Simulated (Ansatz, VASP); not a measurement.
## IrRh2: VASP beside Ansatz

The input INCAR:

```
PREC = Accurate
ENCUT = 600
EDIFF = 1E-6
ISMEAR = 0
SIGMA = 0.1
LREAL = F
LASPH = T
NELM = 80
ALGO = Fast
ISIF = 3
LWAVE = F
LCHARG = F
GGA = PE
IBRION = 2
NSW = 90
EDIFFG = -0.04
```

The input KPOINTS:

```
Automatic mesh
0
Gamma
  6 6 2
```

File POSCAR:

```
IrRh2
1.0
    2.6901333600      0.0000000000      0.0000000000
   -1.3450666800      2.3297238300      0.0000000000
    0.0000000000      0.0000000000     13.1935890600
Ir Rh
2 4
Direct
    0.3333333300      0.6666666700      0.4166666700
    0.6666666700      0.3333333300      0.5833333300
    0.3333333300      0.6666666700      0.7500000000
    0.3333333300      0.6666666700      0.0833333300
    0.6666666700      0.3333333300      0.9166666700
    0.6666666700      0.3333333300      0.2500000000
```

Input for Ansatz:

```yaml
crystal:
  lattice:
    - [2.69013336, 0.0, 0.0]
    - [-1.34506668, 2.32972383, 0.0]
    - [0.0, 0.0, 13.19358906]
  atoms:
    - { symbol: Ir, position: [0.33333333, 0.66666667, 0.41666667] }
    - { symbol: Ir, position: [0.66666667, 0.33333333, 0.58333333] }
    - { symbol: Rh, position: [0.33333333, 0.66666667, 0.75] }
    - { symbol: Rh, position: [0.33333333, 0.66666667, 0.08333333] }
    - { symbol: Rh, position: [0.66666667, 0.33333333, 0.91666667] }
    - { symbol: Rh, position: [0.66666667, 0.33333333, 0.25] }
basis:
  ecutwfc: 420
kpoints:
  mp_grid: { grid: [6, 6, 2] }
hamiltonian:
  xc: pbe
scf:
  occupations: { method: gaussian, width: 0.1 }
  lower_state_search: "off"
output:
  forces: true
  stress: true
  eigenvalues: true
relax:
  adjacent_minimum: "off"
  f_tol: 0.04
  max_steps: 70
  cell: { stress_tol: 0.4 }
```

Alike in both runs: task relaxation of cell and atoms; functional PBE; k mesh 6 × 6 × 2; occupations gaussian, width 0.1 eV; no spin polarisation.

|  | VASP | Ansatz |
| --- | --- | --- |
| version | VASP 6.6.1 | Ansatz 0.2.0 |
| potentials or method | VASP PAW PBE potentials, release 64 (Ir, Rh_pv), cutoff 600 eV | scalar-relativistic, plane waves, PAW |
| valence electrons in the cell | 78 | 102 |

```tsv
	VASP	Ansatz	Ansatz less VASP
gap on the k mesh at the Fermi level, each at its own relaxed structure (eV)	none	none	-
relaxed volume (Å³/atom)	14.29	14.28	-0.009
relaxed cell length with the largest relative difference (Å)	13.067	13.059	-0.0080
```

A gap of «none» marks a metal or a gap that the smearing closes. VASP's potentials hold 78 valence electrons a cell and Ansatz's 102, so a difference there can come from the potentials and not from the codes.

The k mesh is coarse, so the values compare programs but aren't converged. Neither program's run includes spin-orbit coupling.
